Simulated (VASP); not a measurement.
# O (Fmmm) in VASP: a series of runs

The runs below take O through single point, with PBE.

Program: VASP 6.6.1. These are calculated values, not measurements. Logs are shortened: lines on timing, memory, paths and dates and some standing lists are left out, and cuts for length are marked.

## (1) The cell of the first run

The structure is orthorhombic, space group Fmmm (No. 69). Conventional cell: a = 3.004 Å, b = 3.780 Å, c = 7.798 Å, α = 90.00°, β = 90.00°, γ = 90.00°. O (site symmetry mm2) has 1 O at 1.23 Å within 1.6 Å.

## (2) Single point, PBE

INCAR

```
ALGO     = Normal         # electronic algorithm
EDIFF    = 1E-6           # SCF threshold, eV
ENCUT    = 520            # plane-wave cutoff, eV
GGA      = PE             # functional
ISIF     = 2              # what is computed and relaxed
ISMEAR   = -1             # smearing method
LASPH    = T              # aspherical terms in the spheres
LCHARG   = T              # write CHGCAR
LELF     = T              # ELF
LREAL    = F              # projectors in reciprocal space
LVHAR    = T            
LWAVE    = F              # write WAVECAR
NBANDS   = 13             # bands
NELM     = 80             # most SCF steps
PREC     = Accurate       # precision mode
SIGMA    = 0.05           # smearing width, eV
```

KPOINTS

```
k-points
0
Gamma
  12 12 12
```

POSCAR

```
O
1.0
    0.0000000000      1.8898850000      3.8988370000
    1.5017730000      0.0000000000      3.8988370000
    1.5017730000      1.8898850000      0.0000000000
O
2
Direct
    0.5789020000      0.5789020000      0.4210980000
    0.4210980000      0.4210980000      0.5789020000
```

Potentials or basis: VASP PAW PBE potentials, release 64 (O).

Launch:

```sh
$ cat potpaw_PBE.64/O/POTCAR > POTCAR
$ mpirun -np 1 vasp_std > vasp.out
```

OUTCAR:

```text
EDIFF = 1E-6
   ENCUT = 520
   GGA = PE
   ISIF = 2
   ISMEAR = -1
   LASPH = T
   LREAL = F
   NELM = 80
   PREC = Accurate

 ion  position               nearest neighbor table
   1  0.579  0.579  0.421-   2 1.23
   2  0.421  0.421  0.579-   1 1.23

  LATTYP: Found a face centered orthorhombic cell.
 ALAT       =     3.0035460000
 B/A-ratio  =     1.2584358621
 C/A-ratio  =     2.5961560103

  Lattice vectors:

 A1 = (   0.0000000000,   1.8898850000,   3.8988370000)
 A2 = (   1.5017730000,   0.0000000000,   3.8988370000)
 A3 = (   1.5017730000,   1.8898850000,   0.0000000000)

Analysis of symmetry for initial positions (statically):
=====================================================================
 Subroutine PRICEL returns:
 Original cell was already a primitive cell.

 Routine SETGRP: Setting up the symmetry group for a
 face centered orthorhombic supercell.

 Subroutine GETGRP returns: Found  8 space group operations
 (whereof  8 operations were pure point group operations)
 out of a pool of  8 trial point group operations.

The static configuration has the point symmetry D_2h.

Analysis of symmetry for dynamics (positions and initial velocities):
=====================================================================
 Subroutine PRICEL returns:
 Original cell was already a primitive cell.

 Routine SETGRP: Setting up the symmetry group for a
 face centered orthorhombic supercell.

 Subroutine GETGRP returns: Found  8 space group operations
 (whereof  8 operations were pure point group operations)
 out of a pool of  8 trial point group operations.

The dynamic configuration has the point symmetry D_2h.

 Subroutine INISYM returns: Found  8 space group operations
 (whereof  8 operations are pure point group operations),
 and found     1 'primitive' translations

----------------------------------------------------------------------------------------

                                     Primitive cell

  volume of cell :      22.1312

  direct lattice vectors                    reciprocal lattice vectors
     0.000000000  1.889885000  3.898837000    -0.332939798  0.264566363  0.128243371
     1.501773000  0.000000000  3.898837000     0.332939798 -0.264566363  0.128243371
     1.501773000  1.889885000  0.000000000     0.332939798  0.264566363 -0.128243371

  length of vectors
     4.332735310  4.178067986  2.413915379     0.444174101  0.444174101  0.444174101

  position of ions in fractional coordinates (direct lattice)
     0.578902000  0.578902000  0.421098000
     0.421098000  0.421098000  0.578902000

  ion indices of the primitive-cell ions
   primitive index   ion index
                 1           1
                 2           2

----------------------------------------------------------------------------------------

 KPOINTS: k-points

Automatic generation of k-mesh.
 Grid dimensions read from file:
 generate k-points for:   12   12   12

 Generating k-lattice:

  Cartesian coordinates                     Fractional coordinates (reciprocal lattice)
    -0.027744983  0.022047197  0.010686948     0.083333333  0.000000000  0.000000000
     0.027744983 -0.022047197  0.010686948     0.000000000  0.083333333  0.000000000
     0.027744983  0.022047197 -0.010686948     0.000000000  0.000000000  0.083333333

  Length of vectors
     0.037014508  0.037014508  0.037014508

  Shift w.r.t. Gamma in fractional coordinates (k-lattice)
     0.000000000  0.000000000  0.000000000

 Subroutine IBZKPT returns following result:
 ===========================================

 Found    280 irreducible k-points:

 Following reciprocal coordinates:
            Coordinates               Weight
  0.000000  0.000000  0.000000      1.000000
  0.083333  0.000000  0.000000      8.000000
  0.166667  0.000000  0.000000      8.000000
  0.250000  0.000000  0.000000      8.000000
  0.333333  0.000000  0.000000      8.000000
  0.416667  0.000000  0.000000      8.000000
[... 16 lines left out ...]
  0.500000  0.166667 -0.000000      8.000000
 -0.416667  0.166667  0.000000      8.000000
 [... further k-points ...]
   k-points           NKPTS =    280   k-points in BZ     NKDIM =    280   number of bands    NBANDS=     13
   number of dos      NEDOS =    301   number of ions     NIONS =      2
   total plane-waves  NPLWV =  18432
   dimension x,y,z NGX =    32 NGY =   32 NGZ =   18
   dimension x,y,z NGXF=    64 NGYF=   64 NGZF=   36
   ions per type =               2
   NGX,Y,Z   is equivalent  to a cutoff of  12.28, 12.73, 12.40 a.u.
   NGXF,Y,Z  is equivalent  to a cutoff of  24.56, 25.47, 24.79 a.u.
 SYSTEM =  unknown system
   PREC   = accura    normal or accurate (medium, high low for compatibility)
   ISTART =      0    job   : 0-new  1-cont  2-samecut
   ICHARG =      2    charge: 1-file 2-atom 10-const
   ISPIN  =      1    spin polarized calculation?
   LNONCOLLINEAR =      F non collinear calculations
   LSORBIT =      F    spin-orbit coupling
   LASPH  =      T    aspherical Exc in radial PAW
   ENCUT  =  520.0 eV  38.22 Ry    6.18 a.u.   8.06  7.77  4.49*2*pi/ulx,y,z
   NELM   =     80;   NELMIN=  2; NELMDL= -5     # of ELM steps
   EDIFF  = 0.1E-05   stopping-criterion for ELM
   LREAL  =      F    real-space projection
   EDIFFG = 0.1E-04   stopping-criterion for IOM
   NSW    =      0    number of steps for IOM
   IBRION =     -1    ionic relax: 0-MD 1-quasi-New 2-CG
   NFREE  =      0    steps in history (QN), initial steepest desc. (CG)
   ISIF   =      2    stress and relaxation
   ISYM   =      2    0-nonsym 1-usesym 2-fastsym
   POTIM  = 0.5000    time-step for ionic-motion
   TEBEG  =    0.0;   TEEND  =   0.0 temperature during run
   PSTRESS=    0.0 pullay stress
   NELECT =      12.0000    total number of electrons
   NUPDOWN=      -1.0000    fix difference up-down
   EMIN   =  10.00;   EMAX   =-10.00  energy-range for DOS
   EFERMI =   0.00;   METHOD = LEGACY
   ISMEAR =    -1;   SIGMA  =   0.05  broadening in eV -4-tet -1-fermi 0-gaus
   EFERMI_NEDOS =   21; number of points for ismear=-14 and -15
   IALGO  =     38    algorithm
   IMIX   =      4    mixing-type and parameters
     AMIX     =   0.40;   BMIX     =  1.00
     AMIX_MAG =   1.60;   BMIX_MAG =  1.00
  volume/ion in A,a.u.               =      11.07        74.67
  Fermi-wavevector in a.u.,A,eV,Ry     =   1.334956  2.522701 24.247050  1.782108
  Thomas-Fermi vector in A             =   2.463698
   LORBIT       =      0    0 simple, 1 ext, 2 COOP (PROOUT), +10 PAW based schemes
   GGA     = PE    functional components
   LHFCALC =     F    Hartree Fock is set to
   AEXX    =    0.0000 exact exchange contribution
   IVDW    =     0    specifies the selected vdW correction
   LEPSILON=     F    determine dielectric tensor
   LRPA    =     F    only Hartree local field effects (RPA)
 non-spin polarized calculation
  energy-cutoff  :      520.00
  volume of cell :       22.13
 maximum number of plane-waves:       611
   NGX = 15   NGY = 15   NGZ =  9

 number of electron      11.9999998 magnetization

 Free energy of the ion-electron system (eV)
  ---------------------------------------------------
  ext. energy  EPLUGINS =         0.00000000
  ---------------------------------------------------
  free energy    TOTEN  =        -9.65498244 eV

  energy without entropy =       -9.64640898  energy(sigma->0) =       -9.65069571

 E-fermi :   0.4477     XC(G=0):  -9.5350

 val. band max:        0.4447022396   @ k =  -0.3333   0.4167   0.1667
 cond. band min:       0.4504126214   @ k =   0.4167  -0.2500   0.2500
 fundamental gap:      0.0057103818
 Fermi energy:         0.4476636108

 k-point     1 :       0.0000    0.0000    0.0000
  band No.  band energies     occupation
      1     -26.5843      2.00000
      2     -14.2606      2.00000
      3      -8.0611      2.00000
      4      -4.5846      2.00000
      5      -4.1076      2.00000
      6       1.6002      0.00000
      7       2.0125      0.00000
      8      10.5668      0.00000
      9      10.6064      0.00000
     10      13.1544      0.00000
     11      19.0041      0.00000
     12      21.5575      0.00000
     13      27.0169      0.00000

 k-point     2 :       0.0833    0.0000    0.0000
  band No.  band energies     occupation
      1     -26.5356      2.00000
      2     -14.2128      2.00000
      3      -8.0052      2.00000
      4      -4.7517      2.00000
      5      -4.2068      2.00000
      6       1.4584      0.00000
      7       1.9328      0.00000
      8      10.2819      0.00000
      9      11.0515      0.00000
     10      13.3781      0.00000
     11      19.2301      0.00000
     12      21.5660      0.00000
     13      26.2512      0.00000

 k-point     3 :       0.1667    0.0000    0.0000
  band No.  band energies     occupation
      1     -26.4001      2.00000
      2     -14.0771      2.00000
      3      -7.8674      2.00000
      4      -5.3525      2.00000
      5      -4.2728      2.00000
      6       0.9180      0.00016
      7       1.8841      0.00000
      8      10.0157      0.00000
      9      11.7547      0.00000
     10      14.0033      0.00000
     11      19.7529      0.00000
     12      21.3823      0.00000
     13      24.7340      0.00000
[... 305 lines left out ...]
 k-point    23 :       0.5000    0.1667   -0.0000
  band No.  band energies     occupation
      1     -25.9961      2.00000
      2     -13.8143      2.00000
      3      -7.7340      2.00000
      4      -6.4196      2.00000
      5      -4.2616      2.00000
      6      -0.6160      2.00000
      7       1.9478      0.00000
      8       8.8024      0.00000
      9      14.5603      0.00000
     10      15.5222      0.00000
     11      17.8945      0.00000
     12      21.1544      0.00000
     13      25.7291      0.00000

 k-point    24 :      -0.4167    0.1667    0.0000
  band No.  band energies     occupation
      1     -25.8469      2.00000
      2     -13.5662      2.00000
      3      -8.2242      2.00000
      4      -6.4666      2.00000
      5      -4.2402      2.00000
      6      -1.1966      2.00000
      7       1.9597      0.00000
      8       9.2553      0.00000
      9      15.4492      0.00000
     10      15.8785      0.00000
     11      16.9470      0.00000
     12      20.1636      0.00000
     13      25.8364      0.00000

 [... further k-points ...]

------------------------ aborting loop because EDIFF is reached ----------------------------------------

  FORCE on cell =-STRESS in cart. coord.  units (eV):
  Direction    XX          YY          ZZ          XY          YZ          ZX
  --------------------------------------------------------------------------------------
  -------------------------------------------------------------------------------------
  Total        0.3055009     -0.0822527      0.1042832      0.0000000      0.0000000      0.0000000
  in kB       22.1165985     -5.9546448      7.5495380      0.0000000      0.0000000      0.0000000
  external PRESSURE =       7.9038306 kB  Pullay stress =       0.0000000 kB

 VOLUME and BASIS-vectors are now :
 -----------------------------------------------------------------------------
  energy-cutoff  :      520.00
  volume of cell :       22.13
      direct lattice vectors                 reciprocal lattice vectors
     0.000000000  1.889885000  3.898837000    -0.332939798  0.264566363  0.128243371
     1.501773000  0.000000000  3.898837000     0.332939798 -0.264566363  0.128243371
     1.501773000  1.889885000  0.000000000     0.332939798  0.264566363 -0.128243371

 POSITION                                       TOTAL-FORCE (eV/Angst)
 -----------------------------------------------------------------------------------
      1.50177      1.88989      4.51409         0.000000      0.000000     -0.121666
      1.50177      1.88989      3.28358         0.000000      0.000000      0.121666
 -----------------------------------------------------------------------------------
    total drift:                                0.000000      0.000000      0.000000

  FREE ENERGIE OF THE ION-ELECTRON SYSTEM (eV)
  ---------------------------------------------------
  free  energy   TOTEN  =        -9.6549824353 eV

  energy  without entropy=       -9.6464089776  energy(sigma->0) =       -9.65069571
```

Wall time 58 s (1 thread of Intel Xeon 8259CL, shared host); peak memory 0.19 GiB.

Results:

* Free energy: -9.6550 eV
* Pressure: 0.8 GPa
* Largest force: 0.122 eV/Å
* Band gap on the k mesh: zero (bands 6 and 7 overlap by 1.95 eV)

Forces on the atoms (eV/Å):
```
O    0.000  0.000 -0.122
O    0.000  0.000  0.122
```

Caveat: the standard files for N, O and F lose accuracy on very short bonds; spin is off for a triplet molecule; this functional lacks dispersion, which holds the molecules together, so the pressure and a relaxed volume are unreliable.

## (3) Single point, PBE (11.07 Å³/atom)

INCAR

```
SYSTEM = O
PREC = Accurate
ENCUT = 520
EDIFF = 1E-6
ISMEAR = -1
SIGMA = 0.05
LREAL = .FALSE.
LASPH = .TRUE.
NELM = 60
ALGO = Normal
ISIF = 2
LWAVE = .FALSE.
LCHARG = .TRUE.
GGA = PE
LELF = .TRUE.
LVHAR = .TRUE.
NBANDS = 13
```

KPOINTS

```
regular mesh
0
G
  12 12 12
  0 0 0
```

POSCAR is that of step 2.

Potentials or basis: VASP PAW PBE potentials, release 64 (O).

Launch:

```sh
$ cat potpaw_PBE.64/O/POTCAR > POTCAR
$ mpirun -np 1 vasp_std > vasp.out
```

OUTCAR:

```text
SYSTEM = O
   PREC = Accurate
   ENCUT = 520
   EDIFF = 1E-6
   ISMEAR = -1
   LREAL = .FALSE.
   LASPH = .TRUE.
   NELM = 60
   ISIF = 2
   GGA = PE

 ion  position               nearest neighbor table
   1  0.579  0.579  0.421-   2 1.23
   2  0.421  0.421  0.579-   1 1.23

  LATTYP: Found a face centered orthorhombic cell.
 ALAT       =     3.0035460000
 B/A-ratio  =     1.2584358621
 C/A-ratio  =     2.5961560103

  Lattice vectors:

[... 568 lines left out ...]
 [... further k-points ...]

------------------------ aborting loop because EDIFF is reached ----------------------------------------

  FORCE on cell =-STRESS in cart. coord.  units (eV):
  Direction    XX          YY          ZZ          XY          YZ          ZX
  --------------------------------------------------------------------------------------
  -------------------------------------------------------------------------------------
  Total        0.3055009     -0.0822527      0.1042832      0.0000000      0.0000000      0.0000000
  in kB       22.1165985     -5.9546448      7.5495380      0.0000000      0.0000000      0.0000000
  external PRESSURE =       7.9038306 kB  Pullay stress =       0.0000000 kB

 VOLUME and BASIS-vectors are now :
 -----------------------------------------------------------------------------
  energy-cutoff  :      520.00
  volume of cell :       22.13
      direct lattice vectors                 reciprocal lattice vectors
     0.000000000  1.889885000  3.898837000    -0.332939798  0.264566363  0.128243371
     1.501773000  0.000000000  3.898837000     0.332939798 -0.264566363  0.128243371
     1.501773000  1.889885000  0.000000000     0.332939798  0.264566363 -0.128243371

 POSITION                                       TOTAL-FORCE (eV/Angst)
 -----------------------------------------------------------------------------------
      1.50177      1.88989      4.51409         0.000000      0.000000     -0.121666
      1.50177      1.88989      3.28358         0.000000      0.000000      0.121666
 -----------------------------------------------------------------------------------
    total drift:                                0.000000      0.000000      0.000000

  FREE ENERGIE OF THE ION-ELECTRON SYSTEM (eV)
  ---------------------------------------------------
  free  energy   TOTEN  =        -9.6549824353 eV

  energy  without entropy=       -9.6464089776  energy(sigma->0) =       -9.65069571
```

stdout:

```text
POSCAR found type information on POSCAR O
 POSCAR found :  1 types and       2 ions
 scaLAPACK will be used
 LDA part: xc-table for (Slater+PW92), standard interpolation
 POSCAR, INCAR and KPOINTS ok, starting setup
 FFT: planning ... GRIDC
 FFT: planning ... GRID_SOFT
 FFT: planning ... GRID
 WAVECAR not read
 entering main loop
```

Run time: 64 s. Hardware: 1 thread of Intel Xeon 8259CL, shared host; peak memory 0.19 GiB.

What came out:

```
Free energy            : -9.6550 eV
Pressure               : 0.8 GPa
Largest force          : 0.122 eV/Å
Band gap on the k mesh : zero (bands 6 and 7 overlap by 1.95 eV)
```

Forces on the atoms (eV/Å):
```
O    0.000  0.000 -0.122
O    0.000  0.000  0.122
```

Caveat: the standard files for N, O and F lose accuracy on very short bonds; spin is off for a triplet molecule; this functional lacks dispersion, which holds the molecules together, so the pressure and a relaxed volume are unreliable.

## (4) Single point, PBE (11.29 Å³/atom)

This run uses another cell than the first one, of 11.29 Å³/atom.

INCAR

```
SYSTEM = O
PREC     = Accurate       ! precision mode
ENCUT    = 520            ! plane-wave cutoff, eV
EDIFF    = 1E-6           ! SCF threshold, eV
ISMEAR   = -1             ! smearing method
SIGMA    = 0.05           ! smearing width, eV
LREAL    = .FALSE.        ! projectors in reciprocal space
LASPH    = .TRUE.         ! aspherical terms in the spheres
NELM     = 100            ! most SCF steps
ALGO     = Normal         ! electronic algorithm
ISIF     = 2              ! what is computed and relaxed
LWAVE    = .FALSE.        ! write WAVECAR
LCHARG   = .FALSE.        ! write CHGCAR
GGA      = PE             ! functional
NBANDS   = 13             ! bands
```

KPOINTS

```
Automatic mesh
0
G
  12 12 12
  0 0 0
```

POSCAR

```
O
1.0
    0.0000000000      1.9024011595      3.9246578651
    1.5117188064      0.0000000000      3.9246578651
    1.5117188064      1.9024011595      0.0000000000
O
2
Direct
    0.5789020000      0.5789020000      0.4210980000
    0.4210980000      0.4210980000      0.5789020000
```

Launch:

```sh
$ cat potpaw_PBE.64/O/POTCAR > POTCAR
$ mpirun -np 1 vasp_std > vasp.out
```

Run time: 75 s. Hardware: 1 thread of Intel Xeon 8259CL, shared host; peak memory 0.19 GiB.

It converged, with:

```
Free energy            : -9.6552 eV
Pressure               : -1.4 GPa
Largest force          : 0.671 eV/Å
Band gap on the k mesh : zero (bands 6 and 7 overlap by 1.89 eV)
```

Forces in eV/Å, atoms in the order of the input:
```
O    0.000  0.000 -0.671
O    0.000  0.000  0.671
```

Stress tensor (GPa, compression positive):
```
 1.43  0.00  0.00
 0.00 -1.47  0.00
 0.00  0.00 -4.29
```

Levels at points of the mesh, in eV from the Fermi level:
```tsv
k point	band 4	band 5	band 6	band 7	band 8	band 9
(0.00, 0.00, 0.00)	-4.94	-4.47	1.12	1.52	9.88	10.04
(0.50, 0.00, 0.00)	-6.92	-4.59	-1.79	1.46	9.00	14.89
(0.50, 0.50, 0.00)	-4.99	-4.50	1.24	1.58	6.20	10.82
(0.50, 0.00, 0.50)	-6.91	-6.50	-1.27	-0.52	10.14	12.00
(0.00, 0.50, 0.50)	-7.00	-6.16	-1.69	-0.25	9.41	11.97
```

Caveat: the standard files for N, O and F lose accuracy on very short bonds; spin is off for a triplet molecule; this functional lacks dispersion, which holds the molecules together, so the pressure and a relaxed volume are unreliable.
